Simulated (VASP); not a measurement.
Co: electric field gradients with PBE+D3(BJ)

The system is Co.

```xyz
2
Lattice="2.4720 0.0000 0.0000 -1.2360 2.1408 0.0000 0.0000 0.0000 4.0211" Properties=species:S:1:pos:R:3 pbc="T T T"
Co    0.0000    1.4272    1.0053
Co    1.2360    0.7136    3.0159
```

```
Program                : VASP 6.6.1
Task                   : electric field gradients
Functional             : PBE
Dispersion             : D3(BJ)
Potentials or basis    : VASP PAW PBE potentials, release 64 (Co)
Cutoff                 : 520 eV
k mesh                 : 6 × 6 × 4
Occupations            : gaussian, width 0.1 eV
Spin                   : no spin polarisation
Dipole correction      : no
Further INCAR settings : ALGO = Normal; EDIFF = 1e-08; NBANDS = 16
```

- Pressure: -14.2 GPa
- Band gap on the k mesh: zero (band 9 reaches 10.81 eV, above the bottom of band 10 at 9.40 eV)
- Dispersion energy per atom: -0.425 eV

Stress tensor (GPa, compression positive):
```
-12.50   0.00   0.00
  0.00 -12.50   0.00
  0.00   0.00 -17.64
```

Levels at points of the mesh, in eV from the Fermi level:
| k point | band 7 | band 8 | band 9 | band 10 | band 11 | band 12 |
| --- | --- | --- | --- | --- | --- | --- |
| (0.00, 0.00, 0.00) | -1.39 | -1.01 | -1.01 | -0.04 | 0.15 | 0.15 |
| (0.50, 0.00, 0.00) | -1.38 | 0.34 | 0.39 | 0.49 | 2.01 | 3.99 |
| (0.00, 0.00, 0.50) | -1.79 | -1.79 | -0.17 | -0.17 | -0.17 | -0.17 |
| (0.50, 0.00, 0.50) | -0.27 | -0.27 | 0.43 | 0.43 | 1.98 | 1.98 |

Electric field gradients, principal values (V/Å²):
```tsv
atom	least	middle	greatest (by size)
1 Co	-5.101	-5.104	10.205
2 Co	-5.101	-5.104	10.205
```

Run time: 5.2 s on 1 thread of Intel(R) Xeon(R) 6975P-C (Granite Rapids) (shared host), peak memory 0.13 GiB.

Caveat: the k points lie up to 0.49 Å⁻¹ apart; without QUAD_EFG the Cq values of the log hold for a quadrupole moment of 1 mb, not for the nuclei; the run has no spin polarisation, though such a crystal can be magnetic; pairwise dispersion overbinds metals, which lowers pressure and volume. Spin polarisation is off, so any magnetic state and its effect on volume and gap are missing.
